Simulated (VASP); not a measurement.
# SnS (Pnma) in VASP: notebook

The runs below take SnS through single point, with PBEsol.

All numbers are computed with VASP 6.6.1; they aren't measurements. Logs are shortened: lines on timing, memory, paths and dates and some standing lists are left out, and cuts for length are marked.

## (1) The cell of the first run

The structure is orthorhombic, space group Pnma (No. 62). The conventional cell has a = 11.097 Å, b = 4.024 Å, c = 4.232 Å, α = 90.00°, β = 90.00°, γ = 90.00°. Within 3.5 Å of Sn (site symmetry m) lie 6 S at 2.63 to 3.32 Å and 2 Sn at 3.44 Å. Within 3.5 Å of S (site symmetry m) lie 6 Sn at 2.63 to 3.32 Å.

## (2) Single point, PBEsol (strain +0.0100 x Voigt [0, 1, 0, 0, 0, 0])

INCAR

```
SYSTEM = SnS
PREC = Accurate ; ENCUT = 500
EDIFF = 1E-6 ; ISMEAR = 0
SIGMA = 0.05 ; LREAL = .False.
LASPH = .True. ; NELM = 120
ALGO = Normal ; ISIF = 2
LWAVE = .False. ; LCHARG = .False.
GGA = PS ; NBANDS = 50
GGA_COMPAT = .False.
```

KPOINTS

```
regular mesh
0
Gamma
  4 8 6
  0 0 0
```

POSCAR

```
SnS
1.0
   11.0967523774      0.0000000000      0.0000000000
    0.0000000000      4.0242523306      0.0000000000
    0.0000000000      0.0000000000      4.2315428581
Sn S
4 4
Direct
    0.1185767382      0.2500000000      0.1101694999
    0.3814232618      0.7500000000      0.6101694999
    0.6185767382      0.2500000000      0.3898305001
    0.8814232618      0.7500000000      0.8898305001
    0.8533462424      0.2500000000      0.4747534667
    0.6466537576      0.7500000000      0.9747534667
    0.3533462424      0.2500000000      0.0252465333
    0.1466537576      0.7500000000      0.5252465333
```

Potentials or basis: VASP PAW PBE potentials, release 64 (Sn_d, S).

Command:

```sh
$ cat potpaw_PBE.64/Sn_d/POTCAR potpaw_PBE.64/S/POTCAR > POTCAR
$ mpirun -np 1 vasp_std > vasp.out
```

OUTCAR:

```text
SYSTEM = SnS
   PREC = Accurate
   ENCUT = 500
   EDIFF = 1E-6
   ISMEAR = 0
   LREAL = .False.
   LASPH = .True.
   NELM = 120
   ISIF = 2
   GGA = PS

 ion  position               nearest neighbor table
   1  0.119  0.250  0.110-   7 2.63   8 2.69   8 2.69   8 3.20   8 3.20   4 3.44   4 3.44
   2  0.381  0.750  0.610-   8 2.63   7 2.69   7 2.69   7 3.20   7 3.20   3 3.44   3 3.44
   3  0.619  0.250  0.390-   5 2.63   6 2.69   6 2.69   6 3.20   6 3.20   2 3.44   2 3.44
   4  0.881  0.750  0.890-   6 2.63   5 2.69   5 2.69   5 3.20   5 3.20   1 3.44   1 3.44
   5  0.853  0.250  0.475-   3 2.63   4 2.69   4 2.69   4 3.20   4 3.20
   6  0.647  0.750  0.975-   4 2.63   3 2.69   3 2.69   3 3.20   3 3.20
   7  0.353  0.250  0.025-   1 2.63   2 2.69   2 2.69   2 3.20   2 3.20
   8  0.147  0.750  0.525-   2 2.63   1 2.69   1 2.69   1 3.20   1 3.20

  LATTYP: Found a simple orthorhombic cell.
 ALAT       =     4.0242523306
 B/A-ratio  =     1.0515103205
 C/A-ratio  =     2.7574693299

  Lattice vectors:

 A1 = (   0.0000000000,   4.0242523306,   0.0000000000)
 A2 = (   0.0000000000,   0.0000000000,   4.2315428581)
 A3 = (  11.0967523774,   0.0000000000,   0.0000000000)

Analysis of symmetry for initial positions (statically):
=====================================================================
 Subroutine PRICEL returns:
 Original cell was already a primitive cell.

 Routine SETGRP: Setting up the symmetry group for a
 simple orthorhombic supercell.

 Subroutine GETGRP returns: Found  8 space group operations
 (whereof  2 operations were pure point group operations)
 out of a pool of  8 trial point group operations.

The static configuration has the point symmetry S_2 .
 The point group associated with its full space group is D_2h.

Analysis of symmetry for dynamics (positions and initial velocities):
=====================================================================
 Subroutine PRICEL returns:
 Original cell was already a primitive cell.

 Routine SETGRP: Setting up the symmetry group for a
 simple orthorhombic supercell.

 Subroutine GETGRP returns: Found  8 space group operations
 (whereof  2 operations were pure point group operations)
 out of a pool of  8 trial point group operations.

The dynamic configuration has the point symmetry S_2 .
 The point group associated with its full space group is D_2h.

 Subroutine INISYM returns: Found  8 space group operations
 (whereof  2 operations are pure point group operations),
 and found     1 'primitive' translations

----------------------------------------------------------------------------------------

                                     Primitive cell

  volume of cell :     188.9643

  direct lattice vectors                    reciprocal lattice vectors
    11.096752377  0.000000000  0.000000000     0.090116456  0.000000000  0.000000000
     0.000000000  4.024252331  0.000000000     0.000000000  0.248493364  0.000000000
     0.000000000  0.000000000  4.231542858     0.000000000  0.000000000  0.236320423

  length of vectors
    11.096752377  4.024252331  4.231542858     0.090116456  0.248493364  0.236320423

  position of ions in fractional coordinates (direct lattice)
     0.118576738  0.250000000  0.110169500
     0.381423262  0.750000000  0.610169500
     0.618576738  0.250000000  0.389830500
     0.881423262  0.750000000  0.889830500
     0.853346242  0.250000000  0.474753467
     0.646653758  0.750000000  0.974753467
     0.353346242  0.250000000  0.025246533
     0.146653758  0.750000000  0.525246533

  ion indices of the primitive-cell ions
   primitive index   ion index
                 1           1
                 2           2
                 3           3
                 4           4
                 5           5
                 6           6
                 7           7
                 8           8

----------------------------------------------------------------------------------------

 KPOINTS: regular mesh

Automatic generation of k-mesh.
 Grid dimensions read from file:
 generate k-points for:    4    8    6

 Generating k-lattice:

  Cartesian coordinates                     Fractional coordinates (reciprocal lattice)
     0.022529114  0.000000000  0.000000000     0.250000000  0.000000000  0.000000000
     0.000000000  0.031061671  0.000000000     0.000000000  0.125000000  0.000000000
     0.000000000  0.000000000  0.039386737     0.000000000  0.000000000  0.166666667

  Length of vectors
     0.022529114  0.031061671  0.039386737

  Shift w.r.t. Gamma in fractional coordinates (k-lattice)
     0.000000000  0.000000000  0.000000000

 Subroutine IBZKPT returns following result:
 ===========================================

 Found     60 irreducible k-points:

 Following reciprocal coordinates:
            Coordinates               Weight
  0.000000  0.000000  0.000000      1.000000
  0.250000  0.000000  0.000000      2.000000
  0.500000  0.000000  0.000000      1.000000
  0.000000  0.125000  0.000000      2.000000
  0.250000  0.125000  0.000000      4.000000
  0.500000  0.125000  0.000000      2.000000
[... 16 lines left out ...]
  0.250000  0.250000  0.166667      8.000000
  0.500000  0.250000  0.166667      4.000000
 [... further k-points ...]
   k-points           NKPTS =     60   k-points in BZ     NKDIM =     60   number of bands    NBANDS=     50
   number of dos      NEDOS =    301   number of ions     NIONS =      8
   total plane-waves  NPLWV =  80640
   dimension x,y,z NGX =    84 NGY =   30 NGZ =   32
   dimension x,y,z NGXF=   168 NGYF=   60 NGZF=   64
   ions per type =               4   4
   NGX,Y,Z   is equivalent  to a cutoff of  12.58, 12.39, 12.57 a.u.
   NGXF,Y,Z  is equivalent  to a cutoff of  25.17, 24.79, 25.14 a.u.
 SYSTEM =  SnS
   PREC   = accura    normal or accurate (medium, high low for compatibility)
   ISTART =      0    job   : 0-new  1-cont  2-samecut
   ICHARG =      2    charge: 1-file 2-atom 10-const
   ISPIN  =      1    spin polarized calculation?
   LNONCOLLINEAR =      F non collinear calculations
   LSORBIT =      F    spin-orbit coupling
   LASPH  =      T    aspherical Exc in radial PAW
   ENCUT  =  500.0 eV  36.75 Ry    6.06 a.u.  20.23  7.34  7.72*2*pi/ulx,y,z
   NELM   =    120;   NELMIN=  2; NELMDL= -5     # of ELM steps
   EDIFF  = 0.1E-05   stopping-criterion for ELM
   LREAL  =      F    real-space projection
   EDIFFG = 0.1E-04   stopping-criterion for IOM
   NSW    =      0    number of steps for IOM
   IBRION =     -1    ionic relax: 0-MD 1-quasi-New 2-CG
   NFREE  =      0    steps in history (QN), initial steepest desc. (CG)
   ISIF   =      2    stress and relaxation
   ISYM   =      2    0-nonsym 1-usesym 2-fastsym
   POTIM  = 0.5000    time-step for ionic-motion
   TEBEG  =    0.0;   TEEND  =   0.0 temperature during run
   PSTRESS=    0.0 pullay stress
   NELECT =      80.0000    total number of electrons
   NUPDOWN=      -1.0000    fix difference up-down
   EMIN   =  10.00;   EMAX   =-10.00  energy-range for DOS
   EFERMI =   0.00;   METHOD = LEGACY
   ISMEAR =     0;   SIGMA  =   0.05  broadening in eV -4-tet -1-fermi 0-gaus
   EFERMI_NEDOS =   21; number of points for ismear=-14 and -15
   IALGO  =     38    algorithm
   IMIX   =      4    mixing-type and parameters
     AMIX     =   0.40;   BMIX     =  1.00
     AMIX_MAG =   1.60;   BMIX_MAG =  1.00
  volume/ion in A,a.u.               =      23.62       159.40
  Fermi-wavevector in a.u.,A,eV,Ry     =   1.229263  2.322971 20.559600  1.511088
  Thomas-Fermi vector in A             =   2.364157
   LORBIT       =      0    0 simple, 1 ext, 2 COOP (PROOUT), +10 PAW based schemes
   GGA     = PS    functional components
   LHFCALC =     F    Hartree Fock is set to
   AEXX    =    0.0000 exact exchange contribution
   IVDW    =     0    specifies the selected vdW correction
   LEPSILON=     F    determine dielectric tensor
   LRPA    =     F    only Hartree local field effects (RPA)
 non-spin polarized calculation
 Gauss-broadening in eV      SIGMA  =   0.05
  energy-cutoff  :      500.00
  volume of cell :      188.96
 maximum number of plane-waves:      4833
 NGX is ok and might be reduce to    84
   NGX = 41   NGY = 15   NGZ = 15

 number of electron      80.0000036 magnetization

 Free energy of the ion-electron system (eV)
  ---------------------------------------------------
  ext. energy  EPLUGINS =         0.00000000
  ---------------------------------------------------
  free energy    TOTEN  =       -38.38273551 eV

  energy without entropy =      -38.38273551  energy(sigma->0) =      -38.38273551

 E-fermi :   6.5899     XC(G=0): -10.1641

 val. band max:        6.3038040661   @ k =   0.5000   0.0000   0.5000
 cond. band min:       7.1617009977   @ k =   0.0000   0.0000   0.0000
 fundamental gap:      0.8578969316
 Fermi energy:         6.5898610973

 k-point     1 :       0.0000    0.0000    0.0000
  band No.  band energies     occupation
      1     -14.8356      2.00000
      2     -14.8166      2.00000
      3     -14.8127      2.00000
      4     -14.8078      2.00000
      5     -14.8030      2.00000
      6     -14.7973      2.00000
[... 42 lines left out ...]
     49      11.3781      0.00000
     50      11.5096      0.00000

 k-point     2 :       0.2500    0.0000    0.0000
  band No.  band energies     occupation
      1     -14.8333      2.00000
      2     -14.8195      2.00000
      3     -14.8134      2.00000
      4     -14.8090      2.00000
      5     -14.8028      2.00000
      6     -14.7995      2.00000
[... 42 lines left out ...]
     49      11.5542      0.00000
     50      11.5580      0.00000

 k-point     3 :       0.5000    0.0000    0.0000
  band No.  band energies     occupation
      1     -14.8270      2.00000
      2     -14.8270      2.00000
      3     -14.8115      2.00000
      4     -14.8115      2.00000
      5     -14.8017      2.00000
      6     -14.8017      2.00000
[... 1102 lines left out ...]
     49      10.8226      0.00000
     50      11.2164      0.00000

 k-point    24 :       0.5000    0.2500    0.1667
  band No.  band energies     occupation
      1     -14.8184      2.00000
      2     -14.8184      2.00000
      3     -14.8112      2.00000
      4     -14.8112      2.00000
      5     -14.8020      2.00000
      6     -14.8020      2.00000
[... 42 lines left out ...]
     49      10.8140      0.00000
     50      10.8140      0.00000

 [... further k-points ...]
[... 5 lines left out ...]
  --------------------------------------------------------------------------------------
  -------------------------------------------------------------------------------------
  Total       -0.3216635     -1.2111339     -0.6773850      0.0000000      0.0000000      0.0000000
  in kB       -2.7272977    -10.2688754     -5.7433635      0.0000000      0.0000000      0.0000000
  external PRESSURE =      -6.2465122 kB  Pullay stress =       0.0000000 kB

 VOLUME and BASIS-vectors are now :
 -----------------------------------------------------------------------------
  energy-cutoff  :      500.00
  volume of cell :      188.96
      direct lattice vectors                 reciprocal lattice vectors
    11.096752377  0.000000000  0.000000000     0.090116456  0.000000000  0.000000000
     0.000000000  4.024252331  0.000000000     0.000000000  0.248493364  0.000000000
     0.000000000  0.000000000  4.231542858     0.000000000  0.000000000  0.236320423

 POSITION                                       TOTAL-FORCE (eV/Angst)
 -----------------------------------------------------------------------------------
      1.31582      1.00606      0.46619         0.024210      0.000000      0.022270
      4.23256      3.01819      2.58196        -0.024210     -0.000000      0.022270
      6.86419      1.00606      1.64958         0.024210     -0.000000     -0.022270
      9.78094      3.01819      3.76536        -0.024210     -0.000000     -0.022270
      9.46937      1.00606      2.00894        -0.000223      0.000000      0.029574
      7.17576      3.01819      4.12471         0.000223      0.000000      0.029574
      3.92100      1.00606      0.10683        -0.000223     -0.000000     -0.029574
      1.62738      3.01819      2.22260         0.000223     -0.000000     -0.029574
 -----------------------------------------------------------------------------------
    total drift:                                0.000000      0.000000     -0.000000

  FREE ENERGIE OF THE ION-ELECTRON SYSTEM (eV)
  ---------------------------------------------------
  free  energy   TOTEN  =       -38.3827355060 eV

  energy  without entropy=      -38.3827355060  energy(sigma->0) =      -38.38273551
```

Run time: 8.1 min. Hardware: 1 thread of Intel Xeon Platinum 8375C at 2.90GHz (Ice Lake), shared host; peak memory 0.5 GiB.

Results:

- Free energy: -38.3827 eV
- Pressure: -0.6 GPa
- Largest force: 0.033 eV/Å
- Band gap on the k mesh: 0.86 eV (least direct gap 1.07 eV)

Forces in eV/Å, atoms in the order of the input:
```
Sn   0.024  0.000  0.022
Sn  -0.024  0.000  0.022
Sn   0.024  0.000 -0.022
Sn  -0.024  0.000 -0.022
S    0.000  0.000  0.030
S    0.000  0.000  0.030
S    0.000  0.000 -0.030
S    0.000  0.000 -0.030
```

Levels at points of the mesh, in eV from the valence-band top:
```csv
k point,band 37,band 38,band 39,band 40,band 41,band 42,band 43,band 44
"(0.00, 0.00, 0.00)",-1.90,-1.18,-0.70,-0.63,0.86,3.06,3.07,3.15
"(0.50, 0.00, 0.00)",-2.16,-2.16,-0.63,-0.63,2.68,2.68,2.88,2.88
"(0.00, 0.50, 0.00)",-0.94,-0.94,-0.68,-0.68,1.22,1.22,1.79,1.79
"(0.50, 0.50, 0.00)",-0.90,-0.90,-0.90,-0.90,1.68,1.68,1.68,1.68
"(0.00, 0.00, 0.50)",-0.87,-0.87,-0.09,-0.09,1.43,1.43,1.87,1.87
"(0.50, 0.00, 0.50)",-0.65,-0.65,0.00,0.00,1.33,1.33,1.83,1.83
"(0.00, 0.50, 0.50)",-2.46,-2.46,-1.49,-1.49,2.83,2.83,3.09,3.09
"(0.50, 0.50, 0.50)",-1.66,-1.66,-1.66,-1.66,2.65,2.65,2.65,2.65
```

Caveat: the cell differs from its parent crystal (strain +0.0100 x Voigt [0, 1, 0, 0, 0, 0]); the PAW data sets were made with another functional, which shifts forces and pressure a little; spin-orbit coupling is left out, which moves the levels of the heavy elements. A k mesh can miss the band edges.

## (3) Single point, PBEsol (strain -0.0100 x Voigt [0, 1, 0, 0, 0, 0])

INCAR

```
SYSTEM = SnS
  ALGO = Normal
  EDIFF = 1E-6
  ENCUT = 500
  GGA = PS
  GGA_COMPAT = .False.
  ISIF = 2
  ISMEAR = 0
  LASPH = .True.
  LCHARG = .True.
  LELF = .True.
  LREAL = .False.
  LVHAR = .True.
  LWAVE = .False.
  NBANDS = 50
  NELM = 120
  PREC = Accurate
  SIGMA = 0.05
```

KPOINTS

```
k-points
0
Gamma
  4 8 6
  0 0 0
```

POSCAR, as its differences from that of step 2:

```diff
@@ -3,3 +3,3 @@
    11.0967523774      0.0000000000      0.0000000000
-    0.0000000000      4.0242523306      0.0000000000
+    0.0000000000      3.9445641656      0.0000000000
     0.0000000000      0.0000000000      4.2315428581
```

Potentials or basis: VASP PAW PBE potentials, release 64 (Sn_d, S).

Command:

```sh
$ cat potpaw_PBE.64/Sn_d/POTCAR potpaw_PBE.64/S/POTCAR > POTCAR
$ mpirun -np 1 vasp_std > vasp.out
```

It took 6.8 min on 1 thread of Intel Xeon Platinum 8259CL at 2.50GHz (Skylake/Cascade Lake), shared host; peak memory 0.5 GiB.

Results (log left out):

```yaml
Free_energy: -38.3810 eV
Pressure: 0.7 GPa
Largest_force: 0.055 eV/Å
Band_gap_on_the_k_mesh: 0.60 eV (least direct gap 1.08 eV)
```

Forces in eV/Å, atoms in the order of the input:
```
Sn  -0.037  0.000 -0.041
Sn   0.037  0.000 -0.041
Sn  -0.037  0.000  0.041
Sn   0.037  0.000  0.041
S    0.004  0.000 -0.043
S   -0.004  0.000 -0.043
S    0.004  0.000  0.043
S   -0.004  0.000  0.043
```

Stress tensor (GPa, compression positive):
```
0.24 0.00 0.00
0.00 1.08 0.00
0.00 0.00 0.65
```

Levels at points of the mesh, in eV from the valence-band top:
| k point | band 38 | band 39 | band 40 | band 41 | band 42 | band 43 |
| --- | --- | --- | --- | --- | --- | --- |
| (0.00, 0.00, 0.00) | -1.41 | -0.94 | -0.72 | 0.60 | 2.85 | 2.93 |
| (0.50, 0.00, 0.00) | -2.32 | -0.79 | -0.79 | 2.55 | 2.55 | 2.65 |
| (0.00, 0.50, 0.00) | -1.15 | -0.87 | -0.87 | 0.97 | 0.97 | 1.63 |
| (0.50, 0.50, 0.00) | -1.11 | -1.11 | -1.11 | 1.47 | 1.47 | 1.47 |
| (0.00, 0.00, 0.50) | -1.04 | -0.09 | -0.09 | 1.39 | 1.39 | 1.85 |
| (0.50, 0.00, 0.50) | -0.79 | 0.00 | 0.00 | 1.26 | 1.26 | 1.78 |
| (0.00, 0.50, 0.50) | -2.67 | -1.70 | -1.70 | 2.65 | 2.65 | 2.91 |
| (0.50, 0.50, 0.50) | -1.88 | -1.88 | -1.88 | 2.44 | 2.44 | 2.44 |

Caveat: the cell differs from its parent crystal (strain -0.0100 x Voigt [0, 1, 0, 0, 0, 0]); the PAW data sets were made with another functional, which shifts forces and pressure a little; spin-orbit coupling is left out, which moves the levels of the heavy elements.

(Continued in part 2 of 2.)
